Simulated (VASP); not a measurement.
Write the native input for VASP 6.6.1 that does the following.

* Task: electric field gradients
* Functional: LDA
* Potentials or basis: VASP PAW LDA potentials, release 64 (Tl_d)
* Cutoff: 520 eV
* k mesh: 11 × 11 × 6
* Occupations: fermi-dirac, width 0.05 eV
* Spin: no spin polarisation
* Dipole correction: no
* Further INCAR settings: ALGO = Normal; EDIFF = 1e-08; NBANDS = 20

The structure of Tl lies in POSCAR:

```
Tl
1.0
    3.4328030378      0.0000000000      0.0000000000
   -1.7164015189      2.9728946369      0.0000000000
    0.0000000000      0.0000000000      5.4879183458
Tl
2
Direct
    0.3333333333      0.6666666667      0.2500000000
    0.6666666667      0.3333333333      0.7500000000
```

This cell differs from its parent crystal: volume scaled by 0.98.

One way to write it, as run:

INCAR

```
ALGO     = Normal         # electronic algorithm
EDIFF    = 1E-8           # SCF threshold, eV
ENCUT    = 520            # plane-wave cutoff, eV
GGA      = CA             # functional
ISIF     = 2              # what is computed and relaxed
ISMEAR   = -1             # smearing method
LASPH    = T              # aspherical terms in the spheres
LCHARG   = F              # write CHGCAR
LEFG     = T            
LREAL    = F              # projectors in reciprocal space
LWAVE    = F              # write WAVECAR
NBANDS   = 20             # bands
NELM     = 100            # most SCF steps
PREC     = Accurate       # precision mode
SIGMA    = 0.05           # smearing width, eV
```

KPOINTS

```
k-points
0
Gamma
  11 11 6
```

Potentials or basis: VASP PAW LDA potentials, release 64 (Tl_d).

The run is started by

```console
$ cat potpaw_LDA.64/Tl_d/POTCAR > POTCAR
$ mpirun -np 1 vasp_std > vasp.out
```

Results of the run:

The pressure is -1.0 GPa and the band gap on the k mesh is zero (band 13 reaches 10.08 eV, above the bottom of band 14 at 4.30 eV).

Caveat: without QUAD_EFG the Cq values of the log hold for a quadrupole moment of 1 mb, not for the nuclei; spin-orbit coupling is left out, which moves the levels of the heavy elements.

Run time: 22 s on 1 thread of Intel(R) Xeon(R) 6975P-C (Granite Rapids), on a shared host, peak memory 0.18 GiB.
